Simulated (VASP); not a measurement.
TaN: single point with PBEsol

TaN:

```xyz
6
Lattice="5.0236 0.0000 0.0000 -2.5118 4.3505 0.0000 0.0000 0.0000 2.9481" Properties=species:S:1:pos:R:3 pbc="T T T"
Ta    0.0000    2.9003    1.4741
Ta    2.5118    1.4502    1.4741
Ta    0.0000    0.0000    0.0000
N     1.9910    0.0000    0.0000
N     1.5163    2.6263    0.0000
N    -0.9955    1.7243    0.0000
```

This cell differs from its parent crystal: biaxial strain in the a-b plane: -3.0 %.

```
Program             : VASP 6.6.1
Task                : single point
Functional          : PBEsol
Potentials or basis : VASP PAW PBE potentials, release 64 (Ta_pv, N)
Cutoff              : 520 eV
k mesh              : 12 × 12 × 12
Occupations         : gaussian, width 0.1 eV
Spin                : no spin polarisation
```

```
Pressure               : 16.1 GPa
Largest force          : 0.217 eV/Å
Band gap on the k mesh : zero (bands 24 and 25 overlap by 2.69 eV)
```

Forces on the atoms (eV/Å):
```
Ta   0.000  0.000  0.000
Ta   0.000  0.000  0.000
Ta   0.000  0.000  0.000
N    0.217  0.000  0.000
N   -0.108 -0.188  0.000
N   -0.108  0.188  0.000
```

Stress tensor (GPa, compression positive):
```
24.11  0.00  0.00
 0.00 24.11  0.00
 0.00  0.00  0.15
```

Levels at points of the mesh, in eV from the Fermi level:
```tsv
k point	band 20	band 21	band 22	band 23	band 24	band 25	band 26	band 27	band 28	band 29
(0.00, 0.00, 0.00)	-5.04	-4.54	-3.75	-1.67	-0.94	-0.94	0.08	0.08	1.76	1.76
(0.50, 0.00, 0.00)	-4.86	-4.11	-3.77	-2.82	-2.68	0.98	1.67	2.02	2.16	2.28
(0.00, 0.00, 0.50)	-4.54	-4.41	-3.15	-3.15	1.32	2.22	2.22	2.48	2.48	3.46
(0.50, 0.00, 0.50)	-4.90	-3.99	-3.56	-2.30	-0.93	0.51	1.50	3.12	3.27	3.70
```

It took 6.7 min on 1 thread of Intel Xeon 8259CL, on a shared host, peak memory 0.35 GiB.

Caveat: the cell differs from its parent crystal (biaxial strain in the a-b plane: -3.0 %); the cell stands under pressure; the PAW data sets were made with another functional, which shifts forces and pressure a little; spin-orbit coupling is left out, which moves the levels of the heavy elements.
